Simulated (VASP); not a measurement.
Write the native input for VASP 6.6.1 that does the following.

* Task: electric field gradients
* Functional: PBE
* Potentials or basis: VASP PAW PBE potentials, release 64 (Cd, S)
* Cutoff: 520 eV
* k mesh: 7 × 7 × 4
* Occupations: fermi-dirac, width 0.01 eV
* Spin: no spin polarisation
* Dipole correction: no
* Further INCAR settings: ALGO = Normal; EDIFF = 1e-08; NBANDS = 26

The structure of CdS lies in POSCAR:

```
CdS
1.0
    4.1761471954      0.0000000000      0.0000000000
   -2.0880735977      3.6166495612      0.0000000000
    0.0000000000      0.0000000000      6.7490000000
Cd S
2 2
Direct
    0.3333333333      0.6666666667      0.0000000000
    0.6666666667      0.3333333333      0.5000000000
    0.3333333333      0.6666666667      0.3850000000
    0.6666666667      0.3333333333      0.8850000000
```

This cell differs from its parent crystal: equal xx and yy strain of +1 %.

These files were run (other wordings do the same):

INCAR

```
SYSTEM = CdS
PREC = Accurate
ENCUT = 520
EDIFF = 1E-8
ISMEAR = -1
SIGMA = 0.01
LREAL = .False.
LASPH = .True.
NELM = 60
ALGO = Normal
ISIF = 2
LWAVE = .False.
LCHARG = .False.
GGA = PE
LEFG = .True.
NBANDS = 26
```

KPOINTS

```
Automatic mesh
0
Gamma
  7 7 4
  0 0 0
```

Potentials or basis: VASP PAW PBE potentials, release 64 (Cd, S).

Launch:

```sh
$ cat potpaw_PBE.64/Cd/POTCAR potpaw_PBE.64/S/POTCAR > POTCAR
$ mpirun -np 1 vasp_std > vasp.out
```

Results of the run:

```
Pressure               : 1.6 GPa
Largest force          : 0.190 eV/Å
Band gap on the k mesh : 1.19 eV, direct
```

Caveat: the cell differs from its parent crystal (equal xx and yy strain of +1 %); without QUAD_EFG the Cq values of the log hold for a quadrupole moment of 1 mb, not for the nuclei.

It took 28 s on 1 thread of Intel(R) Xeon(R) 6975P-C (Granite Rapids), with other jobs on the host, peak memory 0.23 GiB.
